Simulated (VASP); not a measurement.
Write the native input for VASP 6.6.1 that does the following.

```yaml
Task: single point
Functional: LDA
Potentials_or_basis: VASP PAW LDA potentials, release 64 (Si)
Cutoff: 520 eV
k_mesh: 10 × 10 × 8
Occupations: gaussian, width 0.15 eV
Spin: no spin polarisation
Dipole_correction: no
Further_INCAR_settings: ALGO = Normal; EDIFF = 1e-06; NBANDS = 26
```

The structure of Si lies in POSCAR:

```
Si
1.0
    4.3245302618     -2.3129710846      0.0000000000
    4.3245302618      2.3129710846      0.0000000000
    0.0000000000      0.0000000000      5.5940307865
Si
8
Direct
    0.5000000000      0.5000000000      0.7705063100
    0.5000000000      0.5000000000      0.2294936900
    1.0000000000      0.0000000000      0.2705063100
    0.0000000000      1.0000000000      0.7294936900
    0.7262158274      0.7262158274      0.5000000000
    0.2262158274      0.2262158274      0.0000000000
    0.2737841726      0.2737841726      0.5000000000
    0.7737841726      0.7737841726      0.0000000000
```

This cell differs from its parent crystal: strain -0.050 along x and y, +0.050 along z.

One way to write it, as run:

INCAR

```
PREC     = Accurate       # precision mode
ENCUT    = 520            # plane-wave cutoff, eV
EDIFF    = 1E-6           # SCF threshold, eV
ISMEAR   = 0              # smearing method
SIGMA    = 0.15           # smearing width, eV
LREAL    = F              # projectors in reciprocal space
LASPH    = T              # aspherical terms in the spheres
NELM     = 80             # most SCF steps
ALGO     = Normal         # electronic algorithm
ISIF     = 2              # what is computed and relaxed
LWAVE    = F              # write WAVECAR
LCHARG   = F              # write CHGCAR
GGA      = CA             # functional
NBANDS   = 26             # bands
```

KPOINTS

```
regular mesh
0
Gamma
  10 10 8
```

Potentials or basis: VASP PAW LDA potentials, release 64 (Si).

Launch:

```console
$ cat potpaw_LDA.64/Si/POTCAR > POTCAR
$ mpirun -np 1 vasp_std > vasp.out
```

Results of the run:

| Property | Result |
| --- | --- |
| Pressure | 8.7 GPa |
| Largest force | 0.268 eV/Å |
| Band gap on the k mesh | zero (bands 16 and 17 overlap by 3.95 eV) |

Caveat: the cell differs from its parent crystal (strain -0.050 along x and y, +0.050 along z); the cell stands under pressure.

Wall time 4.3 min on 1 thread of Intel(R) Xeon(R) Platinum 8375C CPU @ 2.90GHz (Ice Lake), on a shared host, peak memory 0.39 GiB.
